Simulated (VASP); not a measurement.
# SiMo3 (R3c) in VASP: further runs

The runs below take SiMo3 through single point, with PBE.

Program: VASP 6.6.1. These are calculated values, not measurements. Logs are shortened: lines on timing, memory, paths and dates and some standing lists are left out, and cuts for length are marked.

### Step 1. The cell of the first run

It takes space group R3c (No. 161, trigonal). The conventional cell has a = 6.939 Å, b = 6.939 Å, c = 8.498 Å, α = 90.00°, β = 90.00°, γ = 120.00°. Si (site symmetry 3) has 12 Mo at 2.59 to 2.90 Å within 3.4 Å. Within 3.2 Å of Mo (site symmetry 1) lie 10 Mo at 2.45 to 3.00 Å and 4 Si at 2.59 to 2.90 Å.

### Step 2. Single point, PBE (all Si atoms moved -0.200 Å, as atom 1 along Cartesian [1 1 1])

Input file INCAR:

```
SYSTEM = SiMo3
PREC = Accurate
ENCUT = 520
EDIFF = 1E-6
ISMEAR = 0
SIGMA = 0.15
LREAL = .False.
LASPH = .True.
NELM = 80
ALGO = Fast
ISIF = 2
LWAVE = .False.
LCHARG = .True.
GGA = PE
LELF = .True.
LVHAR = .True.
NBANDS = 56
```

Input file KPOINTS:

```
Automatic mesh
0
Gamma
  8 8 8
  0 0 0
```

Input file POSCAR:

```
SiMo3
1.0
    4.9064535172      0.0000000000      0.0000000000
    0.0000000000      4.9064535172      0.0000000000
    0.0000000000      0.0000000000      4.9064535172
Si Mo
2 6
Direct
   -0.0235343214     -0.0235343214     -0.0235343214
    0.4764656786      0.4764656786      0.4764656786
    0.2500000000      0.0000000000      0.5000000000
    0.5000000000      0.7500000000      0.0000000000
    0.7500000000      0.0000000000      0.5000000000
    0.5000000000      0.2500000000      0.0000000000
    0.0000000000      0.5000000000      0.7500000000
    0.0000000000      0.5000000000      0.2500000000
```

Potentials or basis: VASP PAW PBE potentials, release 64 (Si, Mo_sv).

Run with:

```
$ cat potpaw_PBE.64/Si/POTCAR potpaw_PBE.64/Mo_sv/POTCAR > POTCAR
$ mpirun -np 1 vasp_std > vasp.out
```

OUTCAR:

```text
SYSTEM = SiMo3
   PREC = Accurate
   ENCUT = 520
   EDIFF = 1E-6
   ISMEAR = 0
   LREAL = .False.
   LASPH = .True.
   NELM = 80
   ISIF = 2
   GGA = PE

 ion  position               nearest neighbor table
   1  0.976  0.976  0.976-   4 2.59   5 2.59   7 2.59   6 2.70   3 2.70   8 2.70   4 2.80   7 2.80
                             5 2.80   8 2.90   3 2.90   6 2.90
   2  0.476  0.476  0.476-   3 2.59   6 2.59   8 2.59   4 2.70   7 2.70   5 2.70   3 2.80   8 2.80
                             6 2.80   5 2.90   4 2.90   7 2.90
   3  0.250  0.000  0.500-   5 2.45   5 2.45   2 2.59   1 2.70   2 2.80   1 2.90   8 3.00   4 3.00
                             4 3.00   6 3.00   6 3.00   7 3.00   8 3.00   7 3.00
   4  0.500  0.750  0.000-   6 2.45   6 2.45   1 2.59   2 2.70   1 2.80   2 2.90   8 3.00   5 3.00
                             3 3.00   5 3.00   3 3.00   7 3.00   7 3.00   8 3.00
   5  0.750  0.000  0.500-   3 2.45   3 2.45   1 2.59   2 2.70   1 2.80   2 2.90   8 3.00   4 3.00
                             4 3.00   6 3.00   6 3.00   7 3.00   8 3.00   7 3.00
   6  0.500  0.250  0.000-   4 2.45   4 2.45   2 2.59   1 2.70   2 2.80   1 2.90   8 3.00   3 3.00
                             3 3.00   5 3.00   5 3.00   7 3.00   7 3.00   8 3.00
   7  0.000  0.500  0.750-   8 2.45   8 2.45   1 2.59   2 2.70   1 2.80   2 2.90   3 3.00   4 3.00
                             5 3.00   3 3.00   5 3.00   6 3.00   4 3.00   6 3.00
   8  0.000  0.500  0.250-   7 2.45   7 2.45   2 2.59   1 2.70   2 2.80   1 2.90   3 3.00   4 3.00
                             5 3.00   3 3.00   5 3.00   6 3.00   4 3.00   6 3.00

  LATTYP: Found a simple cubic cell.
 ALAT       =     4.9064535172

  Lattice vectors:

 A1 = (   4.9064535172,   0.0000000000,   0.0000000000)
 A2 = (   0.0000000000,   4.9064535172,   0.0000000000)
 A3 = (   0.0000000000,   0.0000000000,   4.9064535172)

Analysis of symmetry for initial positions (statically):
=====================================================================
 Subroutine PRICEL returns:
 Original cell was already a primitive cell.

 Routine SETGRP: Setting up the symmetry group for a
 simple cubic supercell.

 Subroutine GETGRP returns: Found  6 space group operations
 (whereof  3 operations were pure point group operations)
 out of a pool of 48 trial point group operations.

The static configuration has the point symmetry C_3 .
 The point group associated with its full space group is C_3v.

Analysis of symmetry for dynamics (positions and initial velocities):
=====================================================================
 Subroutine PRICEL returns:
 Original cell was already a primitive cell.

 Routine SETGRP: Setting up the symmetry group for a
 simple cubic supercell.

 Subroutine GETGRP returns: Found  6 space group operations
 (whereof  3 operations were pure point group operations)
 out of a pool of 48 trial point group operations.

The dynamic configuration has the point symmetry C_3 .
 The point group associated with its full space group is C_3v.

 Subroutine INISYM returns: Found  6 space group operations
 (whereof  3 operations are pure point group operations),
 and found     1 'primitive' translations

----------------------------------------------------------------------------------------

                                     Primitive cell

  volume of cell :     118.1145

  direct lattice vectors                    reciprocal lattice vectors
     4.906453517  0.000000000  0.000000000     0.203813202  0.000000000  0.000000000
     0.000000000  4.906453517  0.000000000     0.000000000  0.203813202  0.000000000
     0.000000000  0.000000000  4.906453517     0.000000000  0.000000000  0.203813202

  length of vectors
     4.906453517  4.906453517  4.906453517     0.203813202  0.203813202  0.203813202

  position of ions in fractional coordinates (direct lattice)
     0.976465679  0.976465679  0.976465679
     0.476465679  0.476465679  0.476465679
     0.250000000  0.000000000  0.500000000
     0.500000000  0.750000000  0.000000000
     0.750000000  0.000000000  0.500000000
     0.500000000  0.250000000  0.000000000
     0.000000000  0.500000000  0.750000000
     0.000000000  0.500000000  0.250000000

  ion indices of the primitive-cell ions
   primitive index   ion index
                 1           1
                 2           2
                 3           3
                 4           4
                 5           5
                 6           6
                 7           7
                 8           8

----------------------------------------------------------------------------------------

 KPOINTS: Automatic mesh

Automatic generation of k-mesh.
 Grid dimensions read from file:
 generate k-points for:    8    8    8

 Generating k-lattice:

  Cartesian coordinates                     Fractional coordinates (reciprocal lattice)
     0.025476650  0.000000000  0.000000000     0.125000000  0.000000000  0.000000000
     0.000000000  0.025476650  0.000000000     0.000000000  0.125000000  0.000000000
     0.000000000  0.000000000  0.025476650     0.000000000  0.000000000  0.125000000

  Length of vectors
     0.025476650  0.025476650  0.025476650

  Shift w.r.t. Gamma in fractional coordinates (k-lattice)
     0.000000000  0.000000000  0.000000000

 Subroutine IBZKPT returns following result:
 ===========================================

 Found     65 irreducible k-points:

 Following reciprocal coordinates:
            Coordinates               Weight
  0.000000  0.000000  0.000000      1.000000
  0.125000  0.000000  0.000000      6.000000
  0.250000  0.000000  0.000000      6.000000
  0.375000  0.000000  0.000000      6.000000
  0.500000  0.000000  0.000000      3.000000
  0.125000  0.125000  0.000000      6.000000
[... 16 lines left out ...]
 -0.125000  0.125000  0.125000      6.000000
  0.250000  0.125000  0.125000      6.000000
 [... further k-points ...]
   k-points           NKPTS =     65   k-points in BZ     NKDIM =     65   number of bands    NBANDS=     56
   number of dos      NEDOS =    301   number of ions     NIONS =      8
   total plane-waves  NPLWV =  46656
   dimension x,y,z NGX =    36 NGY =   36 NGZ =   36
   dimension x,y,z NGXF=    72 NGYF=   72 NGZF=   72
   ions per type =               2   6
   NGX,Y,Z   is equivalent  to a cutoff of  12.20, 12.20, 12.20 a.u.
   NGXF,Y,Z  is equivalent  to a cutoff of  24.40, 24.40, 24.40 a.u.
 SYSTEM =  SiMo3
   PREC   = accura    normal or accurate (medium, high low for compatibility)
   ISTART =      0    job   : 0-new  1-cont  2-samecut
   ICHARG =      2    charge: 1-file 2-atom 10-const
   ISPIN  =      1    spin polarized calculation?
   LNONCOLLINEAR =      F non collinear calculations
   LSORBIT =      F    spin-orbit coupling
   LASPH  =      T    aspherical Exc in radial PAW
   ENCUT  =  520.0 eV  38.22 Ry    6.18 a.u.   9.12  9.12  9.12*2*pi/ulx,y,z
   NELM   =     80;   NELMIN=  2; NELMDL= -5     # of ELM steps
   EDIFF  = 0.1E-05   stopping-criterion for ELM
   LREAL  =      F    real-space projection
[... 7 lines left out ...]
   TEBEG  =    0.0;   TEEND  =   0.0 temperature during run
   PSTRESS=    0.0 pullay stress
   NELECT =      92.0000    total number of electrons
   NUPDOWN=      -1.0000    fix difference up-down
   EMIN   =  10.00;   EMAX   =-10.00  energy-range for DOS
   EFERMI =   0.00;   METHOD = LEGACY
   ISMEAR =     0;   SIGMA  =   0.15  broadening in eV -4-tet -1-fermi 0-gaus
   EFERMI_NEDOS =   21; number of points for ismear=-14 and -15
   IALGO  =     68    algorithm
   IMIX   =      4    mixing-type and parameters
     AMIX     =   0.40;   BMIX     =  1.00
     AMIX_MAG =   1.60;   BMIX_MAG =  1.00
  volume/ion in A,a.u.               =      14.76        99.63
  Fermi-wavevector in a.u.,A,eV,Ry     =   1.506271  2.846439 30.869606  2.268852
  Thomas-Fermi vector in A             =   2.617010
   LORBIT       =      0    0 simple, 1 ext, 2 COOP (PROOUT), +10 PAW based schemes
   GGA     = PE    functional components
   LHFCALC =     F    Hartree Fock is set to
   AEXX    =    0.0000 exact exchange contribution
   IVDW    =     0    specifies the selected vdW correction
   LEPSILON=     F    determine dielectric tensor
   LRPA    =     F    only Hartree local field effects (RPA)
 non-spin polarized calculation
 RMM-DIIS sequential band-by-band and
 Gauss-broadening in eV      SIGMA  =   0.15
  energy-cutoff  :      520.00
  volume of cell :      118.11
 maximum number of plane-waves:      3197
   NGX = 19   NGY = 19   NGZ = 19

 number of electron      91.9999974 magnetization

 Free energy of the ion-electron system (eV)
  ---------------------------------------------------
  ext. energy  EPLUGINS =         0.00000000
  ---------------------------------------------------
  free energy    TOTEN  =       -78.66176958 eV

  energy without entropy =      -78.61115516  energy(sigma->0) =      -78.63646237

 E-fermi :  12.5925     XC(G=0): -13.0483

 val. band max:       12.5912866491   @ k =  -0.3750   0.3750   0.0000
 cond. band min:      12.5979375538   @ k =   0.3750   0.3750   0.0000
 fundamental gap:      0.0066509047
 Fermi energy:        12.5925457683

 k-point     1 :       0.0000    0.0000    0.0000
  band No.  band energies     occupation
      1     -48.6804      2.00000
      2     -48.5699      2.00000
      3     -48.5699      2.00000
      4     -48.2512      2.00000
      5     -48.2511      2.00000
      6     -48.2511      2.00000
[... 48 lines left out ...]
     55      15.2646      0.00000
     56      15.2836      0.00000

 k-point     2 :       0.1250    0.0000    0.0000
  band No.  band energies     occupation
      1     -48.6735      2.00000
      2     -48.5731      2.00000
      3     -48.5609      2.00000
      4     -48.2648      2.00000
      5     -48.2512      2.00000
      6     -48.2511      2.00000
[... 48 lines left out ...]
     55      15.2333      0.00000
     56      15.3031      0.00000

 k-point     3 :       0.2500    0.0000    0.0000
  band No.  band energies     occupation
      1     -48.6562      2.00000
      2     -48.5822      2.00000
      3     -48.5330      2.00000
      4     -48.3035      2.00000
      5     -48.2511      2.00000
      6     -48.2511      2.00000
[... 1172 lines left out ...]
 k-point    23 :      -0.1250    0.1250    0.1250
  band No.  band energies     occupation
      1     -48.6593      2.00000
      2     -48.5614      2.00000
      3     -48.5613      2.00000
      4     -48.2661      2.00000
      5     -48.2660      2.00000
      6     -48.2624      2.00000
[... 48 lines left out ...]
     55      15.1433      0.00000
     56      15.2847      0.00000

 k-point    24 :       0.2500    0.1250    0.1250
  band No.  band energies     occupation
      1     -48.6414      2.00000
      2     -48.5700      2.00000
      3     -48.5342      2.00000
      4     -48.3040      2.00000
      5     -48.2657      2.00000
      6     -48.2638      2.00000
[... 48 lines left out ...]
     55      14.9864      0.00000
     56      15.7294      0.00000

 [... further k-points ...]

------------------------ aborting loop because EDIFF is reached ----------------------------------------

  FORCE on cell =-STRESS in cart. coord.  units (eV):
  Direction    XX          YY          ZZ          XY          YZ          ZX
  --------------------------------------------------------------------------------------
  -------------------------------------------------------------------------------------
  Total        1.5998499      1.5998499      1.5998499      0.3140803      0.3140803      0.3140803
  in kB       21.7013498     21.7013498     21.7013498      4.2603794      4.2603794      4.2603794
  external PRESSURE =      21.7013498 kB  Pullay stress =       0.0000000 kB

 VOLUME and BASIS-vectors are now :
 -----------------------------------------------------------------------------
  energy-cutoff  :      520.00
  volume of cell :      118.11
      direct lattice vectors                 reciprocal lattice vectors
     4.906453517  0.000000000  0.000000000     0.203813202  0.000000000  0.000000000
     0.000000000  4.906453517  0.000000000     0.000000000  0.203813202  0.000000000
     0.000000000  0.000000000  4.906453517     0.000000000  0.000000000  0.203813202

 POSITION                                       TOTAL-FORCE (eV/Angst)
 -----------------------------------------------------------------------------------
      4.79098      4.79098      4.79098         1.026940      1.026940      1.026940
      2.33776      2.33776      2.33776         1.026940      1.026940      1.026940
      1.22661      0.00000      2.45323        -0.167729     -0.557596     -0.301614
      2.45323      3.67984      0.00000        -0.557596     -0.167729     -0.301614
      3.67984      0.00000      2.45323        -0.167729     -0.301614     -0.557596
      2.45323      1.22661      0.00000        -0.301614     -0.167729     -0.557596
      0.00000      2.45323      3.67984        -0.301614     -0.557596     -0.167729
      0.00000      2.45323      1.22661        -0.557596     -0.301614     -0.167729
 -----------------------------------------------------------------------------------
    total drift:                                0.000136      0.000136      0.000136

  FREE ENERGIE OF THE ION-ELECTRON SYSTEM (eV)
  ---------------------------------------------------
  free  energy   TOTEN  =       -78.6617695769 eV

  energy  without entropy=      -78.6111551643  energy(sigma->0) =      -78.63646237
```

Run time: 9.6 min. Hardware: 1 thread of Oxide Virtual Turin-like, shared host; peak memory 0.39 GiB.

What came out:

```
Free energy            : -78.6618 eV
Pressure               : 2.2 GPa
Largest force          : 1.779 eV/Å
Band gap on the k mesh : zero (bands 46 and 47 overlap by 2.31 eV)
```

Forces in eV/Å, atoms in the order of the input:
```
Si   1.027  1.027  1.027
Si   1.027  1.027  1.027
Mo  -0.168 -0.558 -0.302
Mo  -0.558 -0.168 -0.302
Mo  -0.168 -0.302 -0.558
Mo  -0.302 -0.168 -0.558
Mo  -0.302 -0.558 -0.168
Mo  -0.558 -0.302 -0.168
```

Caveat: the cell differs from its parent crystal (all Si atoms moved -0.200 Å, as atom 1 along Cartesian [1 1 1]); forces of over 1 eV/Å act on the atoms, so gaps and moduli don't describe the material at rest.

### Step 3. Single point, PBE (all Si atoms moved +0.150 Å, as atom 1 along Cartesian [1 1 1])

Input file INCAR:

```
PREC = Accurate
ENCUT = 520
EDIFF = 1E-7
ISMEAR = 0
SIGMA = 0.15
LREAL = False
LASPH = True
NELM = 60
ALGO = Fast
ISIF = 2
LWAVE = False
LCHARG = False
GGA = PE
NBANDS = 56
```

Input file KPOINTS:

```
regular mesh
0
Gamma
  8 8 8
```

POSCAR, as its differences from that of step 2:

```diff
@@ -8,4 +8,4 @@
 Direct
-   -0.0235343214     -0.0235343214     -0.0235343214
-    0.4764656786      0.4764656786      0.4764656786
+    0.0176507410      0.0176507410      0.0176507410
+    0.5176507410      0.5176507410      0.5176507410
     0.2500000000      0.0000000000      0.5000000000
```

Potentials or basis: VASP PAW PBE potentials, release 64 (Si, Mo_sv).

Run with:

```
$ cat potpaw_PBE.64/Si/POTCAR potpaw_PBE.64/Mo_sv/POTCAR > POTCAR
$ mpirun -np 1 vasp_std > vasp.out
```

Wall time 9.3 min (1 thread of Oxide Virtual Turin-like, shared host); peak memory 0.38 GiB.

The run converged. Its results:

```
Free energy            : -78.8162 eV
Pressure               : 1.4 GPa
Largest force          : 1.314 eV/Å
Band gap on the k mesh : zero (bands 46 and 47 overlap by 2.36 eV)
```

Forces on the atoms (eV/Å):
```
Si  -0.759 -0.759 -0.759
Si  -0.759 -0.759 -0.759
Mo   0.120  0.248  0.391
Mo   0.248  0.120  0.391
Mo   0.120  0.391  0.248
Mo   0.391  0.120  0.248
Mo   0.391  0.248  0.120
Mo   0.248  0.391  0.120
```

Stress tensor (GPa, compression positive):
```
1.43 0.24 0.24
0.24 1.43 0.24
0.24 0.24 1.43
```

Levels at points of the mesh, in eV from the Fermi level:
```tsv
k point	band 44	band 45	band 46	band 47	band 48	band 49
(0.00, 0.00, 0.00)	-1.55	1.20	1.20	1.22	1.95	2.32
(0.50, 0.00, 0.00)	-1.70	0.22	0.22	0.89	0.89	1.48
(0.50, 0.50, 0.00)	-0.96	-0.88	-0.69	-0.66	-0.46	-0.12
(0.50, 0.50, 0.50)	-1.20	-1.16	-1.16	-1.16	-1.16	1.23
```

Caveat: the cell differs from its parent crystal (all Si atoms moved +0.150 Å, as atom 1 along Cartesian [1 1 1]); forces of over 1 eV/Å act on the atoms, so gaps and moduli don't describe the material at rest.
